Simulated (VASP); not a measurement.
## MgO: single point with PBE

MgO:

```xyz
2
Lattice="0.0000 2.1351 2.1351 2.1351 0.0000 2.1351 2.1351 2.1351 0.0000" Properties=species:S:1:pos:R:3 pbc="T T T"
Mg    0.0000    0.0000    0.0000
O     1.9352    2.1351    1.9352
```

This cell differs from its parent crystal: atom 2 (O) moved by (-0.200, -0.200) A along x and z.

```yaml
Program: VASP 6.6.1
Task: single point
Functional: PBE
Potentials_or_basis: VASP PAW PBE potentials, release 64 (Mg, O)
Cutoff: 520 eV
k_mesh: 10 × 10 × 10
Occupations: gaussian, width 0.05 eV
Spin: no spin polarisation
Dipole_correction: no
Further_INCAR_settings: ALGO = Normal; EDIFF = 1e-06; NBANDS = 11
```

| Property | Result |
| --- | --- |
| Pressure | 4.4 GPa |
| Largest force | 1.437 eV/Å |
| Band gap on the k mesh | 4.31 eV, direct |

Forces on the atoms (eV/Å):
```
Mg  -1.016  0.000 -1.016
O    1.016  0.000  1.016
```

Stress tensor (GPa, compression positive):
```
 8.45  0.00 -2.28
 0.00 -3.74  0.00
-2.28  0.00  8.45
```

Levels at points of the mesh, in eV from the valence-band top:
```
           k point  band 2  band 3  band 4  band 5  band 6  band 7
(0.00, 0.00, 0.00)   -0.12    0.00    0.00    4.31   15.60   15.92
(0.50, 0.00, 0.00)   -4.39   -0.59   -0.49    7.61   11.77   15.79
(0.00, 0.50, 0.00)   -4.38   -0.69   -0.55    7.78   11.95   15.85
(0.50, 0.50, 0.00)   -3.83   -1.29   -1.26    9.16    9.23   12.75
(0.50, 0.00, 0.50)   -3.87   -1.36   -1.25    9.12    9.44   12.74
```

Run time: 38 s on 1 thread of Intel Xeon 8259CL (shared host), peak memory 0.17 GiB.

Caveat: the cell differs from its parent crystal (atom 2 (O) moved by (-0.200, -0.200) A along x and z); forces of over 1 eV/Å act on the atoms, so gaps and moduli don't describe the material at rest.
